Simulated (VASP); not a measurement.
## InAs: single point with PBE

InAs:

```xyz
2
Lattice="0.0000 3.0546 3.0546 3.0546 0.0000 3.0546 3.0546 3.0546 0.0000" Properties=species:S:1:pos:R:3 pbc="T T T"
In    0.0000    0.0000    0.0000
As    1.5273    1.5273    1.5273
```

```
Program             : VASP 6.6.1
Task                : single point
Functional          : PBE
Potentials or basis : VASP PAW PBE potentials, release 64 (In_d, As)
Cutoff              : 520 eV
k mesh              : 6 × 6 × 6
Occupations         : fermi-dirac, width 0.02 eV
Spin                : no spin polarisation
```

```
Pressure               : 2.1 GPa
Band gap on the k mesh : zero (filled and empty bands touch)
```

Levels at points of the mesh, in eV from the Fermi level:
| k point | band 6 | band 7 | band 8 | band 9 | band 10 | band 11 | band 12 | band 13 |
| --- | --- | --- | --- | --- | --- | --- | --- | --- |
| (0.00, 0.00, 0.00) | -11.68 | -0.37 | -0.01 | -0.01 | -0.01 | 3.87 | 3.87 | 3.87 |
| (0.50, 0.00, 0.00) | -10.30 | -5.63 | -0.96 | -0.96 | 0.87 | 4.64 | 4.64 | 6.80 |
| (0.50, 0.50, 0.00) | -9.79 | -5.72 | -2.24 | -2.24 | 1.58 | 2.04 | 8.98 | 9.04 |

It took 7.4 s on 1 thread of Intel(R) Xeon(R) Platinum 8559C (Emerald Rapids) (shared host), peak memory 0.17 GiB.

Caveat: spin-orbit coupling is left out, which moves the levels of the heavy elements.
